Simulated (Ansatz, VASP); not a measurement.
Ca2C: VASP beside Ansatz

File POSCAR:

```
Ca2C
1.0
    0.0000000000      3.1285803962      3.1285803962
    2.9780956792      0.0000000000      3.1285803962
    2.9780956792      3.1285803962      0.0000000000
C Ca
1 2
Direct
    0.0000000000      0.0000000000      0.0000000000
    0.2500000000      0.2500000000      0.2500000000
    0.7500000000      0.7500000000      0.7500000000
```

File INCAR.step1:

```
  PREC = Accurate
  ENCUT = 520
  ISMEAR = -1
  SIGMA = 0.02
  LREAL = F
  LASPH = T
  NELM = 60
  NBANDS = 19
  GGA = PE
  ALGO = Normal
  EDIFF = 1E-4
  LWAVE = T
  LCHARG = F
```

The input INCAR.step2:

```
  PREC = Accurate
  ENCUT = 520
  EDIFF = 1E-6
  ISMEAR = -1
  SIGMA = 0.02
  LREAL = F
  LASPH = T
  NELM = 60
  ALGO = Normal
  ISIF = 2
  LWAVE = F
  LCHARG = F
  METAGGA = R2SCAN
  LMIXTAU = T
  NBANDS = 19
  ISTART = 1
```

The input KPOINTS:

```
Automatic mesh
0
Gamma
  8 8 8
```

Input for Ansatz:

```yaml
crystal:
  lattice:
    - [0.0, 3.1285803962, 3.1285803962]
    - [2.9780956792, 0.0, 3.1285803962]
    - [2.9780956792, 3.1285803962, 0.0]
  atoms:
    - { symbol: C, position: [0.0, 0.0, 0.0] }
    - { symbol: Ca, position: [0.25, 0.25, 0.25] }
    - { symbol: Ca, position: [0.75, 0.75, 0.75] }
kpoints:
  mp_grid: { grid: [8, 8, 8] }
  band_path:
    path:
      - [0.0, 0.0, 0.0]
      - [0.5, 0.0, 0.5]
      - [0.625, 0.25, 0.625]
      - [0.375, 0.375, 0.75]
      - [0.5, 0.5, 0.5]
      - [0.5, 0.25, 0.75]
    npoints: 1
hamiltonian:
  xc: r2scan
scf:
  occupations: { method: fermi_dirac, width: 0.02 }
  n_extra_bands: 4
output:
  forces: true
  stress: true
  eigenvalues: true
```

Change from the starting cell: uniaxial_x strain -4.8%.

Alike in both runs: task single point; functional r2SCAN; k mesh 8 × 8 × 8; occupations fermi-dirac, width 0.02 eV; no spin polarisation.

|  | VASP | Ansatz |
| --- | --- | --- |
| version | VASP 6.6.1 | Ansatz 0.2.0 |
| potentials or method | VASP PAW PBE potentials, release 64 (C, Ca_sv) | plane waves, PAW |
| plane-wave cutoff (eV) | 520 | 500 |
| valence electrons in the cell | 24 | 24 |

Ansatz gave:

```
pressure (GPa)                                                : 3.0
traceless stress, the component that is largest in VASP (GPa) : 4.63
```

Question: Estimate VASP's values.

Answer: Pressure (GPa): 3.5; traceless stress, the component that is largest in VASP (GPa): 4.61.

VASP's potentials were made for PBE, not for r2SCAN. The functional is the same, so the differences come from potentials, cutoffs and numerics.
